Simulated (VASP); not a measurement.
Here is a VASP 6.6.1 calculation.

POSCAR

```
TaN
1.0
    0.0000000000      2.1661812927      2.1661812927
    2.1661812927      0.0000000000      2.1661812927
    2.1661812927      2.1661812927      0.0000000000
Ta N
1 1
Direct
    0.5000000000      0.5000000000      0.5000000000
    0.0000000000      0.0000000000      0.0000000000
```

INCAR.step1

```
SYSTEM = TaN
ALGO     = Normal         ! electronic algorithm
EDIFF    = 1E-5           ! SCF threshold, eV
ENCUT    = 520            ! plane-wave cutoff, eV
GGA      = PE             ! functional
ISIF     = 2              ! what is computed and relaxed
ISMEAR   = -1             ! smearing method
LASPH    = .TRUE.         ! aspherical terms in the spheres
LCHARG   = .FALSE.        ! write CHGCAR
LREAL    = .FALSE.        ! projectors in reciprocal space
LWAVE    = .TRUE.         ! write WAVECAR
NBANDS   = 15             ! bands
NELM     = 60             ! most SCF steps
PREC     = Accurate       ! precision mode
SIGMA    = 0.05           ! smearing width, eV
```

File INCAR.step2:

```
SYSTEM = TaN
AEXX     = 0.25           ! exact-exchange fraction
ALGO     = Normal         ! electronic algorithm
EDIFF    = 1E-6           ! SCF threshold, eV
ENCUT    = 520            ! plane-wave cutoff, eV
GGA      = PE             ! functional
ISIF     = 2              ! what is computed and relaxed
ISMEAR   = -1             ! smearing method
ISTART   = 1            
LASPH    = .TRUE.         ! aspherical terms in the spheres
LCHARG   = .FALSE.        ! write CHGCAR
LHFCALC  = .TRUE.         ! exact exchange
LREAL    = .FALSE.        ! projectors in reciprocal space
LWAVE    = .FALSE.        ! write WAVECAR
NBANDS   = 15             ! bands
NELM     = 60             ! most SCF steps
PREC     = Accurate       ! precision mode
PRECFOCK = Normal       
SIGMA    = 0.05           ! smearing width, eV
```

Contents of KPOINTS:

```
k-points
0
G
  6 6 6
  0 0 0
```

Potentials or basis: VASP PAW PBE potentials, release 64 (Ta_pv, N).

The run is started by

```bash
$ cat potpaw_PBE.64/Ta_pv/POTCAR potpaw_PBE.64/N/POTCAR > POTCAR
$ cp INCAR.step1 INCAR
$ mpirun -np 1 vasp_std > vasp.out
$ cp INCAR.step2 INCAR
$ mpirun -np 1 vasp_std > vasp.out
```

Estimate the band gap on the k mesh.

zero (bands 8 and 9 overlap by 5.71 eV).

Estimate the pressure.

13.4 GPa.

Caveat: the k points lie up to 0.42 Å⁻¹ apart, too coarse for converged energies and pressures of a metal; the PAW data sets were made with another functional, which shifts forces and pressure a little; spin-orbit coupling is left out, which moves the levels of the heavy elements.
